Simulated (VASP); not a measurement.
PtSe2:

```
Pt Se
1.0
     3.72400    0.00000    0.00000
    -1.86200    3.22508    0.00000
     0.00000    0.00000    5.06200
Pt Se
1 2
Direct
  0.00000 0.00000 0.00000
  0.33333 0.66667 0.25000
  0.66667 0.33333 0.75000
```

- Program: VASP 6.6.1
- Task: relaxation of cell and atoms
- Functional: PBE
- Dispersion: D3(BJ)
- Potentials or basis: VASP PAW PBE potentials, release 64 (Pt, Se)
- Cutoff: 600 eV
- k mesh: 6 × 6 × 4
- Occupations: gaussian, width 0.1 eV
- Spin: no spin polarisation

At the start: pressure 3.5 GPa; volume 20.27 Å³/atom.

Question: How do energy, volume and symmetry change on relaxing?

Answer: Over 13 steps the energy falls by 17.0 meV/atom and the volume is 19.79 Å³/atom (-2.4 %); space group P-3m1 (No. 164, to 0.05 Å).

The path:
| step | energy change (eV) | largest force (eV/Å) | pressure (GPa) | volume (Å³) |
| --- | --- | --- | --- | --- |
| 1 | 0.0000 | 0.6085 | 3.50 | 60.80 |
| 2 | 0.0317 | 0.3860 | -5.86 | 64.77 |
| 3 | -0.0239 | 0.1830 | -0.58 | 62.32 |
| 4 | -0.0240 | 0.1909 | -0.50 | 62.29 |
| 5 | -0.0292 | 0.1690 | -0.45 | 61.92 |
| 6 | -0.0421 | 0.0875 | -0.19 | 60.81 |
| 7 | -0.0434 | 0.1800 | 0.82 | 58.63 |
| 8 | -0.0480 | 0.0151 | 0.24 | 59.77 |
| 9 | -0.0481 | 0.0408 | 0.33 | 59.58 |
| 10 | -0.0484 | 0.1660 | -1.13 | 59.76 |
| 11 | -0.0499 | 0.1062 | -0.44 | 59.68 |
| 12 | -0.0492 | 0.0790 | 0.85 | 58.94 |
| 13 | -0.0510 | 0.0256 | 0.11 | 59.36 |

Final structure:
```
Pt Se
1.0
     3.76537    0.00000    0.00000
    -1.88268    3.26090    0.00000
     0.00000    0.00000    4.83411
Pt Se
1 2
Direct
  0.00000 0.00000 0.00000
  0.33333 0.66667 0.26611
  0.66667 0.33333 0.73389
```

Caveat: pairwise dispersion overbinds metals, which lowers pressure and volume; the relaxation stopped at a loose force limit of 0.05 eV/Å, so its end isn't a converged minimum.
